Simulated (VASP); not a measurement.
# ClO (Pm-3m) in VASP: single point with PBEsol

Aim: the single point of ClO with PBEsol.

Everything below comes from runs of VASP 6.6.1. Logs are shortened: lines on timing, memory, paths and dates and some standing lists are left out, and cuts for length are marked.

### Step 1. The cell of the first run

Symmetry: Pm-3m, No. 221, cubic system. The conventional cell has a = 3.185 Å, b = 3.185 Å, c = 3.185 Å, α = 90.00°, β = 90.00°, γ = 90.00°. Cl (site symmetry m-3m) has 8 O at 2.76 Å and 6 Cl at 3.19 Å within 3.6 Å. O (site symmetry m-3m) has 8 Cl at 2.76 Å and 6 O at 3.19 Å within 3.6 Å.

### Step 2. Single point, PBEsol

The input, INCAR:

```
SYSTEM = ClO
PREC     = Accurate       ! precision mode
ENCUT    = 520            ! plane-wave cutoff, eV
EDIFF    = 1E-6           ! SCF threshold, eV
ISMEAR   = -1             ! smearing method
SIGMA    = 0.1            ! smearing width, eV
LREAL    = .FALSE.        ! projectors in reciprocal space
LASPH    = .TRUE.         ! aspherical terms in the spheres
NELM     = 80             ! most SCF steps
ALGO     = Normal         ! electronic algorithm
ISIF     = 2              ! what is computed and relaxed
LWAVE    = .FALSE.        ! write WAVECAR
LCHARG   = .FALSE.        ! write CHGCAR
GGA      = PS             ! functional
NBANDS   = 14             ! bands
```

The input, KPOINTS:

```
regular mesh
0
G
  7 7 7
  0 0 0
```

The input, POSCAR:

```
ClO
1.0
    3.1852167900      0.0000000000      0.0000000000
    0.0000000000      3.1852167900      0.0000000000
    0.0000000000      0.0000000000      3.1852167900
Cl O
1 1
Direct
    0.0000000000      0.0000000000      0.0000000000
    0.5000000016      0.5000000016      0.5000000016
```

Potentials or basis: VASP PAW PBE potentials, release 64 (Cl, O).

Run with:

```console
$ cat potpaw_PBE.64/Cl/POTCAR potpaw_PBE.64/O/POTCAR > POTCAR
$ mpirun -np 1 vasp_std > vasp.out
```

OUTCAR:

```text
SYSTEM = ClO
   PREC = Accurate
   ENCUT = 520
   EDIFF = 1E-6
   ISMEAR = -1
   LREAL = .FALSE.
   LASPH = .TRUE.
   NELM = 80
   ISIF = 2
   GGA = PS

 ion  position               nearest neighbor table
   1  0.000  0.000  0.000-
   2  0.500  0.500  0.500-

  LATTYP: Found a simple cubic cell.
 ALAT       =     3.1852167900

  Lattice vectors:

 A1 = (   3.1852167900,   0.0000000000,   0.0000000000)
 A2 = (   0.0000000000,   3.1852167900,   0.0000000000)
 A3 = (   0.0000000000,   0.0000000000,   3.1852167900)

Analysis of symmetry for initial positions (statically):
=====================================================================
 Subroutine PRICEL returns:
 Original cell was already a primitive cell.

 Routine SETGRP: Setting up the symmetry group for a
 simple cubic supercell.

 Subroutine GETGRP returns: Found 48 space group operations
 (whereof 48 operations were pure point group operations)
 out of a pool of 48 trial point group operations.

The static configuration has the point symmetry O_h .

Analysis of symmetry for dynamics (positions and initial velocities):
=====================================================================
 Subroutine PRICEL returns:
 Original cell was already a primitive cell.

 Routine SETGRP: Setting up the symmetry group for a
 simple cubic supercell.

 Subroutine GETGRP returns: Found 48 space group operations
 (whereof 48 operations were pure point group operations)
 out of a pool of 48 trial point group operations.

The dynamic configuration has the point symmetry O_h .

 Subroutine INISYM returns: Found 48 space group operations
 (whereof 48 operations are pure point group operations),
 and found     1 'primitive' translations

----------------------------------------------------------------------------------------

                                     Primitive cell

  volume of cell :      32.3160

  direct lattice vectors                    reciprocal lattice vectors
     3.185216790  0.000000000  0.000000000     0.313950373  0.000000000  0.000000000
     0.000000000  3.185216790  0.000000000     0.000000000  0.313950373  0.000000000
     0.000000000  0.000000000  3.185216790     0.000000000  0.000000000  0.313950373

  length of vectors
     3.185216790  3.185216790  3.185216790     0.313950373  0.313950373  0.313950373

  position of ions in fractional coordinates (direct lattice)
     0.000000000  0.000000000  0.000000000
     0.500000002  0.500000002  0.500000002

  ion indices of the primitive-cell ions
   primitive index   ion index
                 1           1
                 2           2

----------------------------------------------------------------------------------------

 KPOINTS: regular mesh

Automatic generation of k-mesh.
 Grid dimensions read from file:
 generate k-points for:    7    7    7

 Generating k-lattice:

  Cartesian coordinates                     Fractional coordinates (reciprocal lattice)
     0.044850053  0.000000000  0.000000000     0.142857143  0.000000000  0.000000000
     0.000000000  0.044850053  0.000000000     0.000000000  0.142857143  0.000000000
     0.000000000  0.000000000  0.044850053     0.000000000  0.000000000  0.142857143

  Length of vectors
     0.044850053  0.044850053  0.044850053

  Shift w.r.t. Gamma in fractional coordinates (k-lattice)
     0.000000000  0.000000000  0.000000000

 Subroutine IBZKPT returns following result:
 ===========================================

 Found     20 irreducible k-points:

 Following reciprocal coordinates:
            Coordinates               Weight
  0.000000  0.000000  0.000000      1.000000
  0.142857  0.000000  0.000000      6.000000
  0.285714  0.000000  0.000000      6.000000
  0.428571  0.000000  0.000000      6.000000
  0.142857  0.142857  0.000000     12.000000
  0.285714  0.142857  0.000000     24.000000
[... 12 lines left out ...]
  0.428571  0.428571  0.285714     24.000000
  0.428571  0.428571  0.428571      8.000000
   k-points           NKPTS =     20   k-points in BZ     NKDIM =     20   number of bands    NBANDS=     14
   number of dos      NEDOS =    301   number of ions     NIONS =      2
   total plane-waves  NPLWV =  13824
   dimension x,y,z NGX =    24 NGY =   24 NGZ =   24
   dimension x,y,z NGXF=    48 NGYF=   48 NGZF=   48
   ions per type =               1   1
   NGX,Y,Z   is equivalent  to a cutoff of  12.53, 12.53, 12.53 a.u.
   NGXF,Y,Z  is equivalent  to a cutoff of  25.05, 25.05, 25.05 a.u.
 SYSTEM =  ClO
   PREC   = accura    normal or accurate (medium, high low for compatibility)
   ISTART =      0    job   : 0-new  1-cont  2-samecut
   ICHARG =      2    charge: 1-file 2-atom 10-const
   ISPIN  =      1    spin polarized calculation?
   LNONCOLLINEAR =      F non collinear calculations
   LSORBIT =      F    spin-orbit coupling
   LASPH  =      T    aspherical Exc in radial PAW
   ENCUT  =  520.0 eV  38.22 Ry    6.18 a.u.   5.92  5.92  5.92*2*pi/ulx,y,z
   NELM   =     80;   NELMIN=  2; NELMDL= -5     # of ELM steps
   EDIFF  = 0.1E-05   stopping-criterion for ELM
   LREAL  =      F    real-space projection
[... 7 lines left out ...]
   TEBEG  =    0.0;   TEEND  =   0.0 temperature during run
   PSTRESS=    0.0 pullay stress
   NELECT =      13.0000    total number of electrons
   NUPDOWN=      -1.0000    fix difference up-down
   EMIN   =  10.00;   EMAX   =-10.00  energy-range for DOS
   EFERMI =   0.00;   METHOD = LEGACY
   ISMEAR =    -1;   SIGMA  =   0.10  broadening in eV -4-tet -1-fermi 0-gaus
   EFERMI_NEDOS =   21; number of points for ismear=-14 and -15
   IALGO  =     38    algorithm
   IMIX   =      4    mixing-type and parameters
     AMIX     =   0.40;   BMIX     =  1.00
     AMIX_MAG =   1.60;   BMIX_MAG =  1.00
  volume/ion in A,a.u.               =      16.16       109.04
  Fermi-wavevector in a.u.,A,eV,Ry     =   1.208510  2.283753 19.871264  1.460497
  Thomas-Fermi vector in A             =   2.344116
   LORBIT       =      0    0 simple, 1 ext, 2 COOP (PROOUT), +10 PAW based schemes
   GGA     = PS    functional components
   LHFCALC =     F    Hartree Fock is set to
   AEXX    =    0.0000 exact exchange contribution
   IVDW    =     0    specifies the selected vdW correction
   LEPSILON=     F    determine dielectric tensor
   LRPA    =     F    only Hartree local field effects (RPA)
 non-spin polarized calculation
  energy-cutoff  :      520.00
  volume of cell :       32.32
 maximum number of plane-waves:       895
 NGX is ok and might be reduce to    24
   NGX = 11   NGY = 11   NGZ = 11

 number of electron      12.9999992 magnetization

 Free energy of the ion-electron system (eV)
  ---------------------------------------------------
  ext. energy  EPLUGINS =         0.00000000
  ---------------------------------------------------
  free energy    TOTEN  =        -3.54084197 eV

  energy without entropy =       -3.42099340  energy(sigma->0) =       -3.48091768

 E-fermi :   0.6577     XC(G=0): -10.0597

 val. band max:        0.6492729156   @ k =   0.2857   0.2857   0.1429
 cond. band min:       0.7564916922   @ k =   0.2857   0.2857   0.0000
 fundamental gap:      0.1072187766
 Fermi energy:         0.6577179992

 k-point     1 :       0.0000    0.0000    0.0000
  band No.  band energies     occupation
      1     -16.2337      2.00000
      2     -12.9535      2.00000
      3      -1.4308      2.00000
      4      -1.4308      2.00000
      5      -1.4308      2.00000
      6       1.5432      0.00029
      7       1.5432      0.00029
      8       1.5432      0.00029
      9      10.4286      0.00000
     10      10.4286      0.00000
     11      11.5106      0.00000
     12      18.6487      0.00000
     13      18.6487      0.00000
     14      18.6487      0.00000

 k-point     2 :       0.1429    0.0000    0.0000
  band No.  band energies     occupation
      1     -16.1062      2.00000
      2     -13.0428      2.00000
      3      -1.6504      2.00000
      4      -1.2882      2.00000
      5      -1.2882      2.00000
      6       1.0598      0.03524
      7       1.4014      0.00118
      8       1.4014      0.00118
      9      10.6584      0.00000
     10      11.1674      0.00000
     11      12.2220      0.00000
     12      18.0203      0.00000
     13      18.0203      0.00000
     14      18.7905      0.00000

 k-point     3 :       0.2857    0.0000    0.0000
  band No.  band energies     occupation
      1     -15.7709      2.00000
      2     -13.2996      2.00000
      3      -2.0443      2.00000
      4      -0.8842      2.00000
      5      -0.8842      2.00000
      6       0.1114      1.99156
      7       0.9953      0.06611
      8       0.9953      0.06611
      9      11.2855      0.00000
     10      12.3275      0.00000
     11      14.3828      0.00000
     12      17.0019      0.00000
     13      17.0019      0.00000
     14      19.1427      0.00000
[... 256 lines left out ...]
 k-point    19 :       0.4286    0.4286    0.2857
  band No.  band energies     occupation
      1     -15.0384      2.00000
      2     -12.8918      2.00000
      3      -2.9022      2.00000
      4      -2.8969      2.00000
      5      -1.3454      2.00000
      6      -0.5801      1.99999
      7       0.2070      1.97819
      8       0.4750      1.72282
      9      12.4230      0.00000
     10      13.7428      0.00000
     11      13.7792      0.00000
     12      16.2968      0.00000
     13      19.3162      0.00000
     14      19.8869      0.00000

 k-point    20 :       0.4286    0.4286    0.4286
  band No.  band energies     occupation
      1     -14.9778      2.00000
      2     -12.7277      2.00000
      3      -2.4499      2.00000
      4      -2.1058      2.00000
      5      -2.1058      2.00000
      6      -0.7591      2.00000
      7      -0.7591      2.00000
      8      -0.2696      1.99981
      9      13.0516      0.00000
     10      13.3174      0.00000
     11      13.3174      0.00000
     12      19.5135      0.00000
     13      19.5135      0.00000
     14      20.1793      0.00000

------------------------ aborting loop because EDIFF is reached ----------------------------------------

  FORCE on cell =-STRESS in cart. coord.  units (eV):
  Direction    XX          YY          ZZ          XY          YZ          ZX
  --------------------------------------------------------------------------------------
  -------------------------------------------------------------------------------------
  Total       -2.7030838     -2.7030838     -2.7030838     -0.0000000     -0.0000000     -0.0000000
  in kB     -134.0149064   -134.0149064   -134.0149064     -0.0000000     -0.0000000     -0.0000000
  external PRESSURE =    -134.0149064 kB  Pullay stress =       0.0000000 kB

 VOLUME and BASIS-vectors are now :
 -----------------------------------------------------------------------------
  energy-cutoff  :      520.00
  volume of cell :       32.32
      direct lattice vectors                 reciprocal lattice vectors
     3.185216790  0.000000000  0.000000000     0.313950373  0.000000000  0.000000000
     0.000000000  3.185216790  0.000000000     0.000000000  0.313950373  0.000000000
     0.000000000  0.000000000  3.185216790     0.000000000  0.000000000  0.313950373

 POSITION                                       TOTAL-FORCE (eV/Angst)
 -----------------------------------------------------------------------------------
      0.00000      0.00000      0.00000         0.000000      0.000000      0.000000
      1.59261      1.59261      1.59261         0.000000      0.000000      0.000000
 -----------------------------------------------------------------------------------
    total drift:                               -0.000006     -0.000006     -0.000006

  FREE ENERGIE OF THE ION-ELECTRON SYSTEM (eV)
  ---------------------------------------------------
  free  energy   TOTEN  =        -3.5408419689 eV

  energy  without entropy=       -3.4209933982  energy(sigma->0) =       -3.48091768
```

It took 11 s on 1 thread of Intel Xeon 8259CL, shared host; peak memory 0.13 GiB.

Results:

- Free energy: -3.5408 eV
- Pressure: -13.4 GPa

Levels at points of the mesh, in eV from the Fermi level:
```
           k point  band 4  band 5  band 6  band 7  band 8  band 9
(0.00, 0.00, 0.00)   -2.09   -2.09    0.89    0.89    0.89    9.77
```

Caveat: the PAW data sets were made with another functional, which shifts forces and pressure a little; an odd number of electrons without spin polarisation forces a metal; a magnetic or distorted state may lie lower.
